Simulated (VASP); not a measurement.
SnO2, 12 atoms in the cell. The typed cell holds 12 atoms: a = 5.699 Å, b = 5.699 Å, c = 5.714 Å, α = 111.70°, β = 108.70°, γ = 108.26°.  This cell differs from its parent crystal: shear of c along a, cell held: -1.0 %, then relaxed in part.

* Program: VASP 6.6.1
* Task: single point
* Functional: LDA
* Potentials or basis: VASP PAW LDA potentials, release 64 (Sn_d, O)
* Cutoff: 520 eV
* k mesh: 6 × 6 × 6
* Occupations: gaussian, width 0.02 eV
* Spin: no spin polarisation
* Dipole correction: no
* Further INCAR settings: ALGO = Normal; EDIFF = 1e-06; NBANDS = 64

Potentials or basis: VASP PAW LDA potentials, release 64 (Sn_d, O).

Launch:

```bash
$ cat potpaw_LDA.64/Sn_d/POTCAR potpaw_LDA.64/O/POTCAR > POTCAR
$ mpirun -np 4 vasp_std > vasp.out
```

Hardware: 4 MPI ranks on AMD EPYC 7R13 Processor (Zen 3) (shared host).

Problem. Estimate the wall time of this run.

Solution. Wall time 3.8 min on 4 MPI ranks on AMD EPYC 7R13 Processor (Zen 3) (shared host), peak memory 0.7 GiB a rank. Counts: scf iterations 14, k points 112.
